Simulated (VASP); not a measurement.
Runs of VASP 6.6.1 on W. The structure is orthorhombic, space group Pbcm (No. 57). The conventional cell has a = 2.810 Å, b = 4.864 Å, c = 4.924 Å, α = 90.00°, β = 90.00°, γ = 90.00°. Within 3.6 Å of W (site symmetry m) lie 12 W at 2.70 to 3.06 Å. 

```csv
smearing,gap on the mesh (eV),pressure (GPa),largest force (eV/Å)
gaussian 0.1 eV,none,-10.3,(b)
gaussian 0.05 eV,none,-10.4,0.02
gaussian 0.2 eV,none,-10.3,0.05
gaussian 0.3 eV,none,-10.2,(a)
```

Alike in all rows: task single point; level PBEsol; potentials or basis VASP PAW PBE potentials, release 64 (W_sv); no spin polarisation; cell as given; k mesh 8 × 5 × 5; cutoff (eV) 520.

Estimate the missing entries.

(a) 0.07; (b) 0.04.

Caveats: the PAW data sets were made with another functional, which shifts forces and pressure a little; spin-orbit coupling is left out, which moves the levels of the heavy elements.

A k mesh can miss the band edges, and the runs leave out spin-orbit coupling on W.

A gap of «none» marks levels without a gap at the run's occupations.
